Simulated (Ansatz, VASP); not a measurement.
**TaRu: VASP beside Ansatz**

```
Ta Ru
1.0
     3.09318    0.00000    0.00000
     0.00000    3.09318    0.00000
     0.00000    0.00000    3.43360
Ta Ru
1 1
Direct
  0.50000 0.50000 0.50000
  0.00000 0.00000 0.00000
```

Change from the starting cell: volume scaled by 1.04.

Alike in both runs: task single point; functional LDA; k mesh 11 × 11 × 10; occupations fermi-dirac, width 0.05 eV; no spin polarisation.

|  | VASP | Ansatz |
| --- | --- | --- |
| version | VASP 6.6.1 | Ansatz 0.2.0 |
| potentials or method | VASP PAW LDA potentials, release 64 (Ta_pv, Ru_pv), cutoff 520 eV | all-electron LAPW, scalar-relativistic |

VASP gave:

| Quantity | Value |
| --- | --- |
| pressure (GPa) | -18.4 |
| traceless stress, the component that is largest in VASP (GPa) | 1.05 |

Q: Which values does Ansatz return?

A: Pressure (GPa): -18.9; traceless stress, the component that is largest in VASP (GPa): 1.15.

LDA's correlation is that of Perdew and Zunger in VASP and of Perdew and Wang (1992) in Ansatz. Ansatz ran all-electron here, and VASP with PAW potentials.

Neither program's run includes spin-orbit coupling.
